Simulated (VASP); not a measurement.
# SnO2 in VASP: notebook, part 2 of 2

VASP 6.6.1. The steps go on from the part before.

## 4. Single point, PBE (12.58 Å³/atom, c/a of the conventional cell at fixed volume 0.6170)

File INCAR:

```
SYSTEM = SnO2
PREC     = Accurate       ! precision mode
ENCUT    = 520            ! plane-wave cutoff, eV
EDIFF    = 1E-7           ! SCF threshold, eV
ISMEAR   = 0              ! smearing method
SIGMA    = 0.05           ! smearing width, eV
LREAL    = .FALSE.        ! projectors in reciprocal space
LASPH    = .TRUE.         ! aspherical terms in the spheres
NELM     = 60             ! most SCF steps
ALGO     = Normal         ! electronic algorithm
ISIF     = 2              ! what is computed and relaxed
LWAVE    = .FALSE.        ! write WAVECAR
LCHARG   = .FALSE.        ! write CHGCAR
GGA      = PE             ! functional
NBANDS   = 35             ! bands
```

File KPOINTS:

```
regular mesh
0
G
  6 6 8
  0 0 0
```

File POSCAR:

```
SnO2
1.0
    4.9639256357      0.0000000000      0.0000000000
    0.0000000000      4.9639396849      0.0000000000
    0.0000000000      0.0000000000      3.0627421172
Sn O
2 4
Direct
    0.5000000000      0.5000000000      0.5000000000
    0.0000000000      0.0000000000      0.0000000000
    0.3065724418      0.3066303342      0.0000000000
    0.8065724418      0.1933696658      0.5000000000
    0.1934275582      0.8066303342      0.5000000000
    0.6934275582      0.6933696658      0.0000000000
```

Potentials or basis: VASP PAW PBE potentials, release 64 (Sn_d, O).

Launch:

```console
cat potpaw_PBE.64/Sn_d/POTCAR potpaw_PBE.64/O/POTCAR > POTCAR
mpirun -np 1 vasp_std > vasp.out
```

OUTCAR:

```text
SYSTEM = SnO2
   PREC = Accurate
   ENCUT = 520
   EDIFF = 1E-7
   ISMEAR = 0
   LREAL = .FALSE.
   LASPH = .TRUE.
   NELM = 60
   ISIF = 2
   GGA = PE

 ion  position               nearest neighbor table
   1  0.500  0.500  0.500-   3 2.05   6 2.05   3 2.05   6 2.05   5 2.15   4 2.15
   2  0.000  0.000  0.000-   4 2.05   5 2.05   4 2.05   5 2.05   3 2.15   6 2.15
   3  0.307  0.307  0.000-   1 2.05   1 2.05   2 2.15
   4  0.807  0.193  0.500-   2 2.05   2 2.05   1 2.15
   5  0.193  0.807  0.500-   2 2.05   2 2.05   1 2.15
   6  0.693  0.693  0.000-   1 2.05   1 2.05   2 2.15

  LATTYP: Found a simple tetragonal cell.
 ALAT       =     4.9639256357
 C/A-ratio  =     0.6170000000

  Lattice vectors:

 A1 = (   4.9639256357,   0.0000000000,   0.0000000000)
 A2 = (   0.0000000000,   4.9639396849,   0.0000000000)
 A3 = (   0.0000000000,   0.0000000000,   3.0627421172)

Analysis of symmetry for initial positions (statically):
=====================================================================
 Subroutine PRICEL returns:
 Original cell was already a primitive cell.

[... 183 lines left out ...]
 cond. band min:       6.4769846408   @ k =   0.0000   0.0000   0.0000
 fundamental gap:      1.0077609965
 Fermi energy:         5.7114543274

 k-point     1 :       0.0000    0.0000    0.0000
  band No.  band energies     occupation
      1     -15.6287      2.00000
      2     -15.0838      2.00000
      3     -14.6815      2.00000
      4     -14.6370      2.00000
      5     -14.6370      2.00000
      6     -14.5473      2.00000
[... 901 lines left out ...]
     34      17.1397      0.00000
     35      17.5734      0.00000

 [... further k-points ...]

------------------------ aborting loop because EDIFF is reached ----------------------------------------

  FORCE on cell =-STRESS in cart. coord.  units (eV):
  Direction    XX          YY          ZZ          XY          YZ          ZX
  --------------------------------------------------------------------------------------
  -------------------------------------------------------------------------------------
  Total       -0.7531433     -0.7519391      8.2036689     -0.0000000      0.0000000      0.0000000
  in kB      -15.9891741    -15.9636089    174.1632464     -0.0000000      0.0000000      0.0000000
  external PRESSURE =      47.4034878 kB  Pullay stress =       0.0000000 kB

 VOLUME and BASIS-vectors are now :
 -----------------------------------------------------------------------------
  energy-cutoff  :      520.00
  volume of cell :       75.47
      direct lattice vectors                 reciprocal lattice vectors
     4.963925636  0.000000000  0.000000000     0.201453461  0.000000000  0.000000000
     0.000000000  4.963939685  0.000000000     0.000000000  0.201452891  0.000000000
     0.000000000  0.000000000  3.062742117     0.000000000  0.000000000  0.326504799

 POSITION                                       TOTAL-FORCE (eV/Angst)
 -----------------------------------------------------------------------------------
      2.48196      2.48197      1.53137         0.000000     -0.000000      0.000000
      0.00000      0.00000      0.00000         0.000000     -0.000000      0.000000
      1.52180      1.52209      0.00000        -0.139835     -0.140001      0.000000
      4.00377      0.95988      1.53137        -0.139835      0.140001      0.000000
      0.96016      4.00406      1.53137         0.139835     -0.140001     -0.000000
      3.44212      3.44185      0.00000         0.139835      0.140001     -0.000000
 -----------------------------------------------------------------------------------
    total drift:                                0.000000     -0.000000     -0.000000

  FREE ENERGIE OF THE ION-ELECTRON SYSTEM (eV)
  ---------------------------------------------------
  free  energy   TOTEN  =       -37.0661985906 eV

  energy  without entropy=      -37.0661985906  energy(sigma->0) =      -37.06619859
```

OSZICAR:

```text
N       E                     dE             d eps       ncg     rms          rms(c)
DAV:   1     0.634568102099E+03    0.63457E+03   -0.25617E+04  6107   0.229E+03
DAV:   2     0.571392572461E+02   -0.57743E+03   -0.54493E+03  6104   0.605E+02
DAV:   3    -0.382292516765E+02   -0.95369E+02   -0.93397E+02  6132   0.207E+02
DAV:   4    -0.430525534168E+02   -0.48233E+01   -0.47913E+01  7034   0.503E+01
DAV:   5    -0.431798520515E+02   -0.12730E+00   -0.12711E+00  7105   0.862E+00    0.158E+01
DAV:   6    -0.369922487620E+02    0.61876E+01   -0.17537E+01  8720   0.641E+01    0.621E+00
DAV:   7    -0.370951580503E+02   -0.10291E+00   -0.19793E+00  6352   0.786E+00    0.320E+00
DAV:   8    -0.370721480245E+02    0.23010E-01   -0.16906E-01  8572   0.385E+00    0.760E-01
DAV:   9    -0.370653769206E+02    0.67711E-02   -0.32534E-02  9170   0.278E+00    0.128E-01
DAV:  10    -0.370661080680E+02   -0.73115E-03   -0.38384E-03  7537   0.516E-01    0.468E-02
DAV:  11    -0.370661992516E+02   -0.91184E-04   -0.18212E-04  8106   0.109E-01    0.179E-02
DAV:  12    -0.370662009533E+02   -0.17017E-05   -0.13861E-05  7970   0.249E-02    0.111E-02
DAV:  13    -0.370661986370E+02    0.23163E-05   -0.66784E-06  8079   0.378E-02    0.114E-03
DAV:  14    -0.370661985906E+02    0.46394E-07   -0.61580E-07  6538   0.509E-03
   1 F= -.37066199E+02 E0= -.37066199E+02  d E =-.628042E-14
```

stdout:

```text
POSCAR found type information on POSCAR SnO
 POSCAR found :  2 types and       6 ions
 scaLAPACK will be used
 LDA part: xc-table for (Slater+PW92), standard interpolation
 POSCAR, INCAR and KPOINTS ok, starting setup
 FFT: planning ... GRIDC
 FFT: planning ... GRID_SOFT
 FFT: planning ... GRID
 WAVECAR not read
 entering main loop
```

It took 1.9 min on 1 thread of Intel Xeon Platinum 8559C (Emerald Rapids), shared host; peak memory 0.3 GiB.

What came out:

* Free energy: -37.0662 eV
* Pressure: 4.7 GPa
* Largest force: 0.198 eV/Å
* Band gap on the k mesh: 1.01 eV

Forces on the atoms (eV/Å):
```
Sn   0.000  0.000  0.000
Sn   0.000  0.000  0.000
O   -0.140 -0.140  0.000
O   -0.140  0.140  0.000
O    0.140 -0.140  0.000
O    0.140  0.140  0.000
```

Levels at points of the mesh, in eV from the valence-band top:
```tsv
k point	band 23	band 24	band 25	band 26	band 27	band 28	band 29	band 30
(0.00, 0.00, 0.00)	-1.01	-0.84	-0.84	0.00	1.01	6.41	6.61	6.61
(0.50, 0.00, 0.00)	-0.99	-0.99	-0.69	-0.69	3.97	3.97	7.48	7.48
(0.00, 0.50, 0.00)	-0.99	-0.99	-0.69	-0.69	3.97	3.97	7.48	7.48
(0.50, 0.50, 0.00)	-1.06	-1.06	-0.99	-0.99	4.55	4.55	7.60	7.60
(0.00, 0.00, 0.50)	-1.46	-1.46	-1.17	-1.17	5.69	5.69	9.06	9.06
(0.50, 0.00, 0.50)	-1.05	-1.05	-0.87	-0.87	5.88	5.88	7.16	7.16
(0.00, 0.50, 0.50)	-1.05	-1.05	-0.87	-0.87	5.88	5.88	7.16	7.16
(0.50, 0.50, 0.50)	-0.96	-0.96	-0.86	-0.86	4.33	4.33	8.56	8.56
```

Caveat: the cell differs from its parent crystal (c/a of the conventional cell at fixed volume 0.6170); the stress differs along the axes, from -2 to 17 GPa; spin-orbit coupling is left out, which moves the levels of the heavy elements.

## 5. The runs side by side

```csv
cell,gap on the mesh (eV),pressure (GPa),largest force (eV/Å)
"a = 4.828, b = 4.828, c = 3.238 Å, 6 atoms, atomic positions A",1.08,10.6,3.62
"a = 4.802, b = 4.802, c = 3.272 Å, 6 atoms, atomic positions B",0.34,0.2,1.94
"a = 4.964, b = 4.964, c = 3.063 Å, 6 atoms, atomic positions C",1.01,4.7,0.20
```

Alike in all rows: task single point; level PBE; potentials or basis VASP PAW PBE potentials, release 64 (Sn_d, O); no spin polarisation; k mesh 6 × 6 × 8; cutoff (eV) 520; smearing gaussian 0.05 eV.

Caveats: spin-orbit coupling is left out, which moves the levels of the heavy elements; forces of over 1 eV/Å act on the atoms, so gaps and moduli don't describe the material at rest (at least some runs); the stress differs along the axes, from 9 to 15 GPa (at least some runs); the stress differs along the axes, from -4 to 2 GPa (at least some runs); semilocal functionals underestimate gaps, and a narrow one can read as zero (at least some runs); the stress differs along the axes, from -2 to 17 GPa (at least some runs).

Absolute energies hang on the potentials; compare differences alone.
